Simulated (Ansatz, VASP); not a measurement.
Two plane-wave programs on Sn2Sb3Te2

```
Sn Sb Te
1.0
     2.21982    1.28161   12.72033
    -2.21982    1.28161   12.72033
     0.00000   -2.56323   12.72033
Sn Sb Te
2 3 2
Direct
  0.71170 0.71170 0.71170
  0.28830 0.28830 0.28830
  0.00000 0.00000 0.00000
  0.14675 0.14675 0.14675
  0.85325 0.85325 0.85325
  0.42410 0.42410 0.42410
  0.57590 0.57590 0.57590
```

Alike in both runs: functional PBE; k mesh 4 × 4 × 4; occupations gaussian, width 0.2 eV; no spin polarisation.

Ansatz relaxed the structure, and its values are those at the end. VASP's run is a single point on that final structure, the one shown.

```csv
,VASP,Ansatz
version,VASP 6.6.1,Ansatz 0.2.0
potentials or method,"VASP PAW PBE potentials, release 64 (Sn_d, Sb, Te), cutoff 520 eV","scalar-relativistic, plane waves, PAW"
valence electrons in the cell,55,105
```

```tsv
	VASP	Ansatz	Ansatz less VASP
gap on the k mesh at the Fermi level (eV)	none	none	-
pressure (GPa)	-0.1	-0.1	+0.01
rms of the force components (eV/Å)	0.024	0.017	-0.0070
```

A gap of «none» marks a metal or a gap that the smearing closes. The functional is the same, so the differences come from potentials, cutoffs and numerics. VASP's potentials hold 55 valence electrons a cell and Ansatz's 105, so a difference there can come from the potentials and not from the codes.

The k mesh is coarse, so the values compare programs but aren't converged. Spin-orbit coupling is off throughout.
